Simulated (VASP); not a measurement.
# Si (a cell with a defect) in VASP: settings compared, part 2 of 2

VASP 6.6.1. Earlier steps stand in the parts before.

### Step 3. Single point, r2SCAN

The input, POSCAR:

```
Si
1.0
   10.8655790000      0.0000000000      0.0000000000
    0.0000000000     10.8655790000      0.0000000000
    0.0000000000      0.0000000000     10.8655790000
Si
62
Direct
    0.9997880000      0.9997390000      0.9996840000
    0.9984040000      0.9984380000      0.5013660000
    0.9985630000      0.5015290000      0.9981360000
    0.9992130000      0.4996770000      0.4996510000
    0.5015660000      0.9981140000      0.9981110000
    0.4997190000      0.9992150000      0.4996070000
    0.4996780000      0.4995450000      0.9993420000
    0.1250590000      0.1250910000      0.1249070000
    0.1267320000      0.1265230000      0.6232890000
    0.1268550000      0.6231970000      0.1265130000
    0.1253820000      0.6252070000      0.6250370000
    0.6234810000      0.1261980000      0.1264370000
    0.6251130000      0.1255840000      0.6249470000
    0.6250960000      0.6250660000      0.1254660000
    0.2512420000      0.2512090000      0.0005550000
    0.2558400000      0.2556910000      0.5043130000
    0.2514480000      0.7491510000      0.9985050000
    0.2551390000      0.7454650000      0.4985570000
    0.7493810000      0.2510520000      0.9986490000
    0.7454130000      0.2553110000      0.4985060000
    0.7488770000      0.7489550000      0.9970050000
    0.7334440000      0.7333750000      0.5136070000
    0.3759220000      0.3758250000      0.1278960000
    0.3917100000      0.3918600000      0.6106850000
    0.3756840000      0.8734400000      0.1262350000
    0.3795700000      0.8693950000      0.6261310000
    0.8737400000      0.3756380000      0.1259790000
    0.8693700000      0.3795330000      0.6261140000
    0.8737150000      0.8736050000      0.1241280000
    0.8692190000      0.8693490000      0.6203000000
    0.2512380000      0.0007240000      0.2510370000
    0.2513540000      0.9984590000      0.7492860000
    0.2557730000      0.5042450000      0.2559010000
    0.2553380000      0.4987420000      0.7451080000
    0.7493270000      0.9984310000      0.2513380000
    0.7489300000      0.9971300000      0.7487550000
    0.7455850000      0.4986680000      0.2550420000
    0.7332820000      0.5135030000      0.7339230000
    0.3760230000      0.1277980000      0.3757840000
    0.3756450000      0.1262260000      0.8734950000
    0.3914760000      0.6108420000      0.3920650000
    0.3796890000      0.6260550000      0.8693490000
    0.8735810000      0.1262660000      0.3755250000
    0.8737580000      0.1241530000      0.8735140000
    0.8696230000      0.6262010000      0.3792950000
    0.8692280000      0.6205380000      0.8692550000
    0.0006650000      0.2511980000      0.2510390000
    0.9986740000      0.2513230000      0.7490980000
    0.9988050000      0.7491730000      0.2510980000
    0.9969000000      0.7489850000      0.7488350000
    0.5045550000      0.2554300000      0.2554180000
    0.4986210000      0.2553700000      0.7451260000
    0.4985800000      0.7450930000      0.2554320000
    0.5141080000      0.7330070000      0.7329320000
    0.1277340000      0.3757800000      0.3759380000
    0.1264270000      0.3756230000      0.8733060000
    0.1262330000      0.8736900000      0.3754290000
    0.1241770000      0.8735130000      0.8736440000
    0.6113480000      0.3913200000      0.3910580000
    0.6261010000      0.3791130000      0.8697370000
    0.6261780000      0.8693760000      0.3793990000
    0.6205140000      0.8690530000      0.8688840000
```

The input, INCAR.step1:

```
SYSTEM = Si
PREC     = Accurate       ! precision mode
ENCUT    = 440            ! plane-wave cutoff, eV
ISMEAR   = -1             ! smearing method
SIGMA    = 0.05           ! smearing width, eV
LREAL    = Auto         
LASPH    = .TRUE.         ! aspherical terms in the spheres
NELM     = 120            ! most SCF steps
NBANDS   = 161            ! bands
NELECT   = 250.0        
ISYM     = -1           
GGA      = PE             ! functional
ALGO     = Normal         ! electronic algorithm
EDIFF    = 1E-5           ! SCF threshold, eV
LWAVE    = .TRUE.         ! write WAVECAR
LCHARG   = .FALSE.        ! write CHGCAR
GGA_COMPAT= .FALSE.
```

The input, INCAR.step2:

```
SYSTEM = Si
PREC     = Accurate       ! precision mode
ENCUT    = 440            ! plane-wave cutoff, eV
EDIFF    = 1E-6           ! SCF threshold, eV
ISMEAR   = -1             ! smearing method
SIGMA    = 0.05           ! smearing width, eV
LREAL    = Auto         
LASPH    = .TRUE.         ! aspherical terms in the spheres
NELM     = 120            ! most SCF steps
ALGO     = Normal         ! electronic algorithm
ISIF     = 2              ! what is computed and relaxed
LWAVE    = .FALSE.        ! write WAVECAR
LCHARG   = .FALSE.        ! write CHGCAR
METAGGA  = R2SCAN         ! meta-GGA
LMIXTAU  = .TRUE.       
NBANDS   = 161            ! bands
NELECT   = 250.0        
ISYM     = -1           
ISTART   = 1            
GGA_COMPAT= .FALSE.
```

The input, KPOINTS:

```
explicit points
1
Reciprocal
  0.25000000   0.25000000   0.25000000 1
```

Potentials or basis: VASP PAW PBE potentials, release 64 (Si).

Started as:

```bash
$ cat potpaw_PBE.64/Si/POTCAR > POTCAR
$ cp INCAR.step1 INCAR
$ mpirun -np 1 vasp_std > vasp.out
$ cp INCAR.step2 INCAR
$ mpirun -np 1 vasp_std > vasp.out
```

Run time: 22 min. Hardware: 1 thread of Intel Xeon Platinum 8259CL at 2.50GHz (Skylake/Cascade Lake), shared host; peak memory 1.1 GiB.

The run converged. Its results:

```yaml
Free_energy: -526.0229 eV
Largest_force: 0.266 eV/Å
```

Forces on the atoms (eV/Å):
```
Si  -0.005 -0.010 -0.007
Si   0.013  0.009 -0.043
Si   0.013 -0.046  0.013
Si  -0.014  0.017  0.015
Si  -0.042  0.012  0.014
Si   0.014 -0.015  0.015
Si   0.014  0.017 -0.017
Si   0.011  0.005  0.009
Si  -0.012 -0.012  0.044
Si  -0.015  0.044 -0.012
Si   0.017 -0.015 -0.016
Si   0.044 -0.009 -0.014
Si  -0.017  0.012 -0.015
Si  -0.016 -0.014  0.015
Si  -0.012 -0.011  0.005
Si   0.019  0.020 -0.062
Si   0.011  0.004 -0.014
Si  -0.011 -0.001  0.039
Si   0.001  0.008 -0.015
Si  -0.001 -0.015  0.032
Si  -0.009 -0.009  0.022
Si   0.166  0.176 -0.101
Si   0.009  0.007 -0.023
Si  -0.179 -0.166  0.104
Si  -0.008 -0.006  0.011
Si  -0.001  0.013 -0.044
Si  -0.009 -0.004  0.015
Si   0.017 -0.001 -0.032
Si   0.013  0.010 -0.004
Si  -0.021 -0.024  0.060
Si  -0.010  0.002 -0.013
Si   0.007 -0.009  0.003
Si   0.019 -0.059  0.017
Si  -0.007  0.038 -0.002
Si   0.001 -0.010  0.005
Si  -0.009  0.018 -0.007
Si  -0.002  0.031 -0.013
Si   0.163 -0.099  0.164
Si   0.008 -0.022  0.011
Si  -0.006  0.011 -0.012
Si  -0.174  0.104 -0.173
Si  -0.002 -0.037  0.012
Si  -0.005  0.012 -0.006
Si   0.010 -0.003  0.011
Si   0.015 -0.037  0.000
Si  -0.017  0.058 -0.018
Si   0.003 -0.015 -0.010
Si  -0.014  0.008  0.003
Si  -0.016  0.006  0.010
Si   0.022 -0.010 -0.009
Si  -0.061  0.023  0.024
Si   0.040 -0.013  0.001
Si   0.041 -0.003 -0.010
Si  -0.103  0.167  0.176
Si  -0.018  0.012  0.009
Si   0.006 -0.005 -0.002
Si   0.014 -0.010 -0.004
Si  -0.002  0.014  0.011
Si   0.102 -0.168 -0.167
Si  -0.030  0.001  0.015
Si  -0.033  0.018 -0.001
Si   0.065 -0.018 -0.018
```

Levels at points of the mesh, in eV from the Fermi level:
```csv
k point,band 121,band 122,band 123,band 124,band 125,band 126,band 127,band 128,band 129,band 130
"(0.25, 0.25, 0.25)",-1.32,-1.19,-1.19,-0.10,-0.10,0.10,0.10,0.56,0.56,0.65
```

Caveat: the cell carries a net charge on a neutralising background, which shifts energy and pressure; the cell is charged against a uniform background, so pressure and absolute levels hang on convention; the PAW data sets were made with another functional, which shifts forces and pressure a little.
